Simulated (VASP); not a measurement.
# AlN (R-3m) in VASP: G0W0 quasiparticle levels with PBE

Aim: the G0W0 quasiparticle levels of AlN with PBE.

All numbers are computed with VASP 6.6.1; they aren't measurements. Logs are shortened: lines on timing, memory, paths and dates and some standing lists are left out, and cuts for length are marked.

### Step 1. The cell of the first run

Symmetry: R-3m, No. 166, trigonal system. The conventional cell has a = 2.969 Å, b = 2.969 Å, c = 6.956 Å, α = 90.00°, β = 90.00°, γ = 120.00°. Within 2.7 Å of Al (site symmetry -3m) lie 6 N at 2.07 Å. N (site symmetry -3m) has 6 Al at 2.07 Å within 2.7 Å.

### Step 2. G0W0 quasiparticle levels, PBE

Input file POSCAR:

```
AlN
1.0
   -0.0610761238      2.0385470846      2.0385470846
    2.0385470846     -0.0610761238      2.0385470846
    2.0385470846      2.0385470846     -0.0610761238
Al N
1 1
Direct
    0.0000000000      0.0000000000      0.0000000000
    0.5000000000      0.5000000000      0.5000000000
```

Input file INCAR.step1:

```
SYSTEM = AlN
ALGO = Normal ; EDIFF = 1E-8
ENCUT = 500 ; GGA = PE
ISMEAR = 0 ; LASPH = .True.
LCHARG = .False. ; LREAL = .False.
LWAVE = .True. ; NELM = 60
PREC = Accurate ; SIGMA = 0.01
```

Input file INCAR.step2:

```
SYSTEM = AlN
ALGO = Exact ; EDIFF = 1E-8
ENCUT = 500 ; GGA = PE
ISMEAR = 0 ; ISTART = 1
LASPH = .True. ; LCHARG = .False.
LOPTICS = .True. ; LREAL = .False.
LWAVE = .True. ; NBANDS = 77
NELM = 1 ; PREC = Accurate
SIGMA = 0.01
```

Input file INCAR.step3:

```
SYSTEM = AlN
ALGO = EVGW0 ; EDIFF = 1E-8
ENCUT = 500 ; ENCUTGW = 150.0
GGA = PE ; ISMEAR = 0
ISTART = 1 ; LASPH = .True.
LCHARG = .False. ; LREAL = .False.
LWAVE = .False. ; NBANDS = 77
NBANDSGW = 12 ; NELMGW = 1
NOMEGA = 48 ; PREC = Accurate
PRECFOCK = Fast ; SIGMA = 0.01
```

Input file KPOINTS:

```
k-points
0
Gamma
  6 6 6
  0 0 0
```

Potentials or basis: VASP PAW PBE potentials, release 64 (Al_GW, N_GW).

On the command line:

```sh
$ cat potpaw_PBE.64/Al_GW/POTCAR potpaw_PBE.64/N_GW/POTCAR > POTCAR
$ cp INCAR.step1 INCAR
$ mpirun -np 1 vasp_std > vasp.out
$ cp INCAR.step2 INCAR
$ mpirun -np 1 vasp_std > vasp.out
$ cp INCAR.step3 INCAR
$ mpirun -np 1 vasp_std > vasp.out
```

OUTCAR:

```text
SYSTEM = AlN
   EDIFF = 1E-8
   ENCUT = 500
   ENCUTGW = 150.0
   GGA = PE
   ISMEAR = 0
   ISTART = 1
   LASPH = .True.
   LREAL = .False.
   NELMGW = 1
   PREC = Accurate
   PRECFOCK = Fast

 ion  position               nearest neighbor table
   1  0.000  0.000  0.000-   2 2.07   2 2.07   2 2.07   2 2.07   2 2.07   2 2.07
   2  0.500  0.500  0.500-   1 2.07   1 2.07   1 2.07   1 2.07   1 2.07   1 2.07

  LATTYP: Found a trigonal (rhomboedric) cell.
 ALAT       =     2.8835878216
 COS(alpha) =     0.4698285172

  Lattice vectors:

 A1 = (  -0.0610761238,   2.0385470846,   2.0385470846)
 A2 = (   2.0385470846,  -0.0610761238,   2.0385470846)
 A3 = (   2.0385470846,   2.0385470846,  -0.0610761238)

Analysis of symmetry for initial positions (statically):
=====================================================================
 Subroutine PRICEL returns:
 Original cell was already a primitive cell.

 Routine SETGRP: Setting up the symmetry group for a
 trigonal (rhombohedral) supercell.

 Subroutine GETGRP returns: Found 12 space group operations
 (whereof 12 operations were pure point group operations)
 out of a pool of 12 trial point group operations.

The static configuration has the point symmetry D_3d.

Analysis of symmetry for dynamics (positions and initial velocities):
=====================================================================
 Subroutine PRICEL returns:
 Original cell was already a primitive cell.

 Routine SETGRP: Setting up the symmetry group for a
 trigonal (rhombohedral) supercell.

 Subroutine GETGRP returns: Found 12 space group operations
 (whereof 12 operations were pure point group operations)
 out of a pool of 12 trial point group operations.

The dynamic configuration has the point symmetry D_3d.

 Subroutine INISYM returns: Found 12 space group operations
 (whereof 12 operations are pure point group operations),
 and found     1 'primitive' translations

----------------------------------------------------------------------------------------

                                     Primitive cell

  volume of cell :      17.7043

  direct lattice vectors                    reciprocal lattice vectors
    -0.061076124  2.038547085  2.038547085    -0.234516333  0.241759599  0.241759599
     2.038547085 -0.061076124  2.038547085     0.241759599 -0.234516333  0.241759599
     2.038547085  2.038547085 -0.061076124     0.241759599  0.241759599 -0.234516333

  length of vectors
     2.883587822  2.883587822  2.883587822     0.414600190  0.414600190  0.414600190

  position of ions in fractional coordinates (direct lattice)
     0.000000000  0.000000000  0.000000000
     0.500000000  0.500000000  0.500000000

  ion indices of the primitive-cell ions
   primitive index   ion index
                 1           1
                 2           2

----------------------------------------------------------------------------------------

 KPOINTS: k-points

Automatic generation of k-mesh.
 Grid dimensions read from file:
 generate k-points for:    6    6    6

 Generating k-lattice:

  Cartesian coordinates                     Fractional coordinates (reciprocal lattice)
    -0.039086055  0.040293266  0.040293266     0.166666667 -0.000000000 -0.000000000
     0.040293266 -0.039086055  0.040293266    -0.000000000  0.166666667 -0.000000000
     0.040293266  0.040293266 -0.039086055    -0.000000000 -0.000000000  0.166666667

  Length of vectors
     0.069100032  0.069100032  0.069100032

  Shift w.r.t. Gamma in fractional coordinates (k-lattice)
     0.000000000  0.000000000  0.000000000

 Subroutine IBZKPT returns following result:
 ===========================================

 Found     32 irreducible k-points:

 Following reciprocal coordinates:
            Coordinates               Weight
  0.000000  0.000000  0.000000      1.000000
  0.166667 -0.000000 -0.000000      6.000000
  0.333333  0.000000  0.000000      6.000000
  0.500000  0.000000  0.000000      3.000000
  0.166667  0.166667 -0.000000      6.000000
  0.333333  0.166667  0.000000     12.000000
[... 16 lines left out ...]
  0.500000  0.500000  0.166667      6.000000
 -0.333333  0.500000  0.166667     12.000000
 [... further k-points ...]
   k-points           NKPTS =     32   k-points in BZ     NKDIM =    216   number of bands    NBANDS=     77
   number of dos      NEDOS =    301   number of ions     NIONS =      2
   total plane-waves  NPLWV =  13824
   dimension x,y,z NGX =    24 NGY =   24 NGZ =   24
   dimension x,y,z NGXF=    48 NGYF=   48 NGZF=   48
   ions per type =               1   1
   NGX,Y,Z   is equivalent  to a cutoff of  13.84, 13.84, 13.84 a.u.
   NGXF,Y,Z  is equivalent  to a cutoff of  27.67, 27.67, 27.67 a.u.
 SYSTEM =  AlN
   PREC   = accura    normal or accurate (medium, high low for compatibility)
   ISTART =      1    job   : 0-new  1-cont  2-samecut
   ICHARG =      0    charge: 1-file 2-atom 10-const
   ISPIN  =      1    spin polarized calculation?
   LNONCOLLINEAR =      F non collinear calculations
   LSORBIT =      F    spin-orbit coupling
   LASPH  =      T    aspherical Exc in radial PAW
   ENCUT  =  500.0 eV  36.75 Ry    6.06 a.u.   5.26  5.26  5.26*2*pi/ulx,y,z
   NELM   =     60;   NELMIN=  2; NELMDL=  0     # of ELM steps
   EDIFF  = 0.1E-07   stopping-criterion for ELM
   LREAL  =      F    real-space projection
   EDIFFG = 0.1E-06   stopping-criterion for IOM
   NSW    =      0    number of steps for IOM
   IBRION =     -1    ionic relax: 0-MD 1-quasi-New 2-CG
   NFREE  =      0    steps in history (QN), initial steepest desc. (CG)
   ISIF   =      0    stress and relaxation
   ISYM   =      3    0-nonsym 1-usesym 2-fastsym
   POTIM  = 0.5000    time-step for ionic-motion
   TEBEG  =    0.0;   TEEND  =   0.0 temperature during run
   PSTRESS=    0.0 pullay stress
   NELECT =       8.0000    total number of electrons
   NUPDOWN=      -1.0000    fix difference up-down
   EMIN   =  10.00;   EMAX   =-10.00  energy-range for DOS
   EFERMI =   0.00;   METHOD = LEGACY
   ISMEAR =     0;   SIGMA  =   0.01  broadening in eV -4-tet -1-fermi 0-gaus
   EFERMI_NEDOS =   21; number of points for ismear=-14 and -15
   IALGO  =     38    algorithm
   IMIX   =      4    mixing-type and parameters
     AMIX     =   0.40;   BMIX     =  1.00
     AMIX_MAG =   1.60;   BMIX_MAG =  1.00
  volume/ion in A,a.u.               =       8.85        59.74
  Fermi-wavevector in a.u.,A,eV,Ry     =   1.256258  2.373983 21.472485  1.578183
  Thomas-Fermi vector in A             =   2.389974
   LORBIT       =      0    0 simple, 1 ext, 2 COOP (PROOUT), +10 PAW based schemes
   GGA     = PE    functional components
   LHFCALC =     T    Hartree Fock is set to
   PRECFOCK=fast      Normal, Fast or Accurate (Low or Medium for compatibility)
   ENCUT4O =  -1.0   cutoff for four orbital integrals eV
   NKREDX  =     1    reduce k-point grid by
   NKREDY  =     1    reduce k-point grid by
   NKREDZ  =     1    reduce k-point grid by
   AEXX    =    1.0000 exact exchange contribution
   HFSCREEN=    0.0000 screening length (either q_TF or 0.3 A-1)
   HFSCREENC=   0.0000 screening length for correlation (either q_TF or 0.3 A-1)
   ENCUTFOCK=  -1.0 apply spherical cutoff to Coloumb kernel
   IVDW    =     0    specifies the selected vdW correction
   LEPSILON=     F    determine dielectric tensor
   LRPA    =     F    only Hartree local field effects (RPA)
   LRPAFORCE           =     F    calculate RPA forces
   ENCUTGW             = 150.0    cutoff for response function in eV
   ENCUTGWSOFT         = 120.0    soft cutoff for Coulomb kernel in GW response function in eV
   ENCUTLF             =  -1.0    cutoff for local field effects
   NELMGW              =     1    number of iterations in solving QP/BSE equation
   NELMHF              =     1    number of iterations in the inner HF iteration
   NKREDLFX            =     1    NKREDLFY  =   1   NKREDLFZ  =   1
 non-spin polarized calculation
 Gauss-broadening in eV      SIGMA  =   0.01
  energy-cutoff  :      500.00
  volume of cell :       17.70
 maximum number of plane-waves:       465
 NGX is ok and might be reduce to    24
  NGX = 12; NGY = 12; NGZ = 12
   NGX = 11   NGY = 11   NGZ = 11
 maximum number of plane-waves:        79

 QP shifts <psi_nk| G(iteration)W_0 |psi_nk>: iteration 1
 for sc-GW calculations column KS-energies equals QP-energies in previous step
 and V_xc(KS)=  KS-energies - (<T + V_ion + V_H > + <T+V_H+V_ion>^1  + <V_x>^1)

 k-point   1 :       0.0000    0.0000    0.0000
  band No.  KS-energies  QP-energies   sigma(KS)   V_xc(KS)     V^pw_x(r,r')   Z            occupation Imag(sigma)

      1      -9.0473     -10.5242     -16.5717     -14.5409     -24.6312       0.7273       2.0000       1.3582
      2       7.7150       7.0580     -17.9180     -17.0857     -20.6393       0.7895       2.0000       0.0856
      3       7.7150       7.0580     -17.9180     -17.0857     -20.6393       0.7895       2.0000       0.0856
      4       8.2693       7.6369     -18.1557     -17.3529     -20.9682       0.7878       2.0000       0.0870
      5      12.5420      13.4856     -13.1396     -14.3110      -8.9792       0.8054       0.0000      -0.0716
      6      19.3905      20.1369      -9.5207     -10.4379      -4.3961       0.8138       0.0000      -0.1150
      7      19.3905      20.1369      -9.5207     -10.4379      -4.3961       0.8138       0.0000      -0.1150
      8      20.8118      21.5749      -9.5622     -10.5063      -4.2475       0.8083       0.0000      -0.1383
      9      24.5129      24.8749      -9.1972      -9.6695      -2.6377       0.7664       0.0000      -0.4150
     10      25.1898      26.1887     -10.0442     -11.2921      -4.3310       0.8004       0.0000      -0.2539
     11      25.1898      26.1887     -10.0442     -11.2921      -4.3310       0.8004       0.0000      -0.2539
     12      25.4993      26.3841      -9.9298     -11.0989      -2.9359       0.7568       0.0000      -0.4383

 k-point   2 :       0.1667   -0.0000   -0.0000
  band No.  KS-energies  QP-energies   sigma(KS)   V_xc(KS)     V^pw_x(r,r')   Z            occupation Imag(sigma)
[... 353 lines left out ...]
      1      -5.0566      -6.2727     -18.5072     -16.8702     -26.1011       0.7429       2.0000       0.9620
      2       1.6938       0.5311     -15.0119     -13.4608     -19.0470       0.7496       2.0000       0.1665
      3       3.6130       2.5495     -15.5767     -14.1968     -19.0201       0.7707       2.0000       0.1201
      4       4.4677       3.4963     -15.7472     -14.4960     -18.9865       0.7763       2.0000       0.1099
      5      14.0485      14.9930     -11.2731     -12.4348      -6.8689       0.8129       0.0000      -0.0773
      6      16.1683      16.9806     -11.0298     -12.0309      -6.2899       0.8114       0.0000      -0.0920
      7      19.6932      20.8742     -12.7856     -14.3238      -6.9051       0.7678       0.0000      -0.1603
      8      20.8559      21.9433     -11.4741     -12.8818      -5.4631       0.7725       0.0000      -0.1916
      9      24.8886      25.9401     -11.5682     -12.9649      -4.5376       0.7529       0.0000      -0.4324
     10      28.6316      29.4326      -9.9538     -10.9826      -2.9809       0.7786       0.0000      -0.6575
     11      31.4820      32.6365     -10.8655     -12.2951      -3.9884       0.8076       0.0000      -0.8295
     12      34.0124      35.2455     -11.3157     -12.9008      -3.7051       0.7780       0.0000      -1.1152

 [... further k-points ...]
```

Wall time 2.2 min (1 thread of Intel Xeon 6975P-C (Granite Rapids), shared host); peak memory 0.36 GiB.

What came out:

| Item | Value |
| --- | --- |
| Quasiparticle gap | 4.84 eV |
| Least direct quasiparticle gap | 5.85 eV |
| Band gap of the starting levels on the mesh | 3.45 eV |
| Least direct gap of the starting levels on the mesh | 4.27 eV |

Caveat: the k points lie up to 0.43 Å⁻¹ apart; bands, screening cutoff and mesh are small and nothing is extrapolated, so the quasiparticle values aren't converged.
